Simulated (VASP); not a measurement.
Here is a VASP 6.6.1 calculation.

INCAR

```
SYSTEM = GaAs
ALGO = Normal ; EDIFF = 1E-6
ENCUT = 520 ; GGA = PE
ISIF = 2 ; ISMEAR = -1
LASPH = .TRUE. ; LCHARG = .FALSE.
LREAL = .FALSE. ; LWAVE = .FALSE.
NBANDS = 16 ; NELM = 80
PREC = Accurate ; SIGMA = 0.05
```

Contents of KPOINTS:

```
k-points
0
G
  11 11 11
  0 0 0
```

POSCAR

```
GaAs
1.0
    0.0000000000      2.8551185000      2.8268500000
    2.8551185000      0.0000000000      2.8268500000
    2.8551185000      2.8551185000      0.0000000000
Ga As
1 1
Direct
    0.0000000000      0.0000000000      0.0000000000
    0.7500000000      0.7500000000      0.7500000000
```

Potentials or basis: VASP PAW PBE potentials, release 64 (Ga_d, As).

Run with:

```sh
$ cat potpaw_PBE.64/Ga_d/POTCAR potpaw_PBE.64/As/POTCAR > POTCAR
$ mpirun -np 1 vasp_std > vasp.out
```

(1) Predict the band gap on the k mesh.

(2) Estimate the pressure.

Answers

(1) 0.33 eV, direct.

(2) 2.0 GPa.

Caveat: the cell differs from its parent crystal (equal xx and yy strain of +1 %).
